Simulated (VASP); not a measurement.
Crystal: TiO.

```
CELL_PARAMETERS angstrom
4.98909 0.00000 0.00000
-2.49454 4.32068 0.00000
0.00000 0.00000 2.87331
ATOMIC_POSITIONS crystal
Ti 0.66667 0.33333 0.50000
Ti 0.33333 0.66667 0.50000
Ti 0.00000 0.00000 0.00000
O 0.60556 0.60556 0.00000
O 0.39444 0.00000 0.00000
O 0.00000 0.39444 0.00000
```

Base run:

```yaml
Program: VASP 6.6.1
Functional: r2SCAN
Potentials_or_basis: VASP PAW PBE potentials, release 64 (Ti_sv, O)
Cutoff: 520 eV
k_mesh: 12 × 12 × 12
Occupations: methfessel-paxton, width 0.05 eV
Spin: no spin polarisation
```

Its results: band gap on the k mesh zero (band 27 reaches 11.26 eV, above the bottom of band 28 at 9.93 eV); pressure 0.0 GPa; largest force 0.008 eV/Å.

Task: The run is repeated on the same cell with these changes: k mesh from 12 × 12 × 12 to 1 × 1 × 1; occupations from methfessel-paxton, width 0.05 eV to gaussian, width 0.1 eV. What comes out?

Result: Band gap on the k mesh zero (filled and empty bands touch); pressure 19.0 GPa; largest force 0.378 eV/Å.

Caveats: some runs use coarse meshes; the PAW data sets were made with another functional, which shifts forces and pressure a little; semilocal functionals often make such compounds metallic where correlation or magnetic order opens a gap, which also shifts bond lengths.
